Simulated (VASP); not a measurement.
Wanted: the native input for a VASP 6.6.1 run.

```yaml
Task: single point
Functional: PBE
Potentials_or_basis: VASP PAW PBE potentials, release 64 (Ru_pv)
Cutoff: 520 eV
k_mesh: 14 × 14 × 1
Occupations: methfessel-paxton, width 0.1 eV
Spin: no spin polarisation
Dipole_correction: yes
Further_INCAR_settings: ALGO = Normal; EDIFF = 1e-06; NBANDS = 51
```

The structure of Ru lies in POSCAR:

```
Ru
1.0
    2.7211011483      0.0000000000      0.0000000000
    1.3605505742      2.3565427207      0.0000000000
    0.0000000000      0.0000000000     26.7324049820
Ru
6
Direct
    0.6666666667      0.6666666667      0.3020322919
    0.0000000000      0.0000000000      0.3790149675
    0.6666666667      0.6666666667      0.4592629635
    0.0000000000      0.0000000000      0.5407370433
    0.6666666667      0.6666666667      0.6209850433
    0.0000000000      0.0000000000      0.6979676905
```

The input as run:

INCAR

```
SYSTEM = Ru
PREC = Accurate
ENCUT = 520
EDIFF = 1E-6
ISMEAR = 1
SIGMA = 0.1
LREAL = .FALSE.
LASPH = .TRUE.
NELM = 60
ALGO = Normal
ISIF = 2
LWAVE = .FALSE.
LCHARG = .FALSE.
LDIPOL = .TRUE.
IDIPOL = 3
DIPOL = 0.5 0.5 0.500
GGA = PE
NBANDS = 51
```

KPOINTS

```
regular mesh
0
G
  14 14 1
  0 0 0
```

Potentials or basis: VASP PAW PBE potentials, release 64 (Ru_pv).

Launch:

```console
$ cat potpaw_PBE.64/Ru_pv/POTCAR > POTCAR
$ mpirun -np 1 vasp_std > vasp.out
```

It gave:

```
Largest force          : 0.017 eV/Å
Band gap on the k mesh : zero (bands 42 and 43 overlap by 2.43 eV)
```

It took 5.4 min on 1 thread of Intel(R) Xeon(R) Platinum 8488C (Sapphire Rapids), on a shared host, peak memory 0.34 GiB.
